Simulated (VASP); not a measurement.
Set up this calculation in VASP 6.6.1, as the native input.

```
Task                   : single point
Functional             : PBE
Potentials or basis    : VASP PAW PBE potentials, release 64 (As)
Cutoff                 : 520 eV
k mesh                 : 9 × 9 × 1
Occupations            : gaussian, width 0.02 eV
Spin                   : no spin polarisation
Dipole correction      : yes
Further INCAR settings : ALGO = Normal; EDIFF = 1e-06; NBANDS = 12
```

The structure of As lies in POSCAR:

```
As
1.0
    3.5550000000      0.0000000000      0.0000000000
   -1.7775000000      3.0787203105      0.0000000000
    0.0000000000      0.0000000000     28.0000000000
As
2
Direct
    0.3333333333      0.6666666667      0.5319285714
    0.6666666667      0.3333333333      0.4680714286
```

These files were run (other wordings do the same):

INCAR

```
SYSTEM = As
PREC     = Accurate       ! precision mode
ENCUT    = 520            ! plane-wave cutoff, eV
EDIFF    = 1E-6           ! SCF threshold, eV
ISMEAR   = 0              ! smearing method
SIGMA    = 0.02           ! smearing width, eV
LREAL    = .FALSE.        ! projectors in reciprocal space
LASPH    = .TRUE.         ! aspherical terms in the spheres
NELM     = 100            ! most SCF steps
ALGO     = Normal         ! electronic algorithm
ISIF     = 2              ! what is computed and relaxed
LWAVE    = .FALSE.        ! write WAVECAR
LCHARG   = .FALSE.        ! write CHGCAR
LDIPOL   = .TRUE.       
IDIPOL   = 3            
DIPOL    = 0.5 0.5 0.500
GGA      = PE             ! functional
NBANDS   = 12             ! bands
```

KPOINTS

```
regular mesh
0
G
  9 9 1
  0 0 0
```

Potentials or basis: VASP PAW PBE potentials, release 64 (As).

Run with:

```console
$ cat potpaw_PBE.64/As/POTCAR > POTCAR
$ mpirun -np 1 vasp_std > vasp.out
```

Results of the run:

```json
{"Largest force": "3.367 eV/Å", "Band gap on the k mesh": "zero (band 5 reaches -2.21 eV, above the bottom of band 6 at -2.67 eV)"}
```

Wall time 52 s on 1 thread of Intel(R) Xeon(R) Platinum 8375C CPU @ 2.90GHz (Ice Lake) (shared host), peak memory 0.4 GiB.
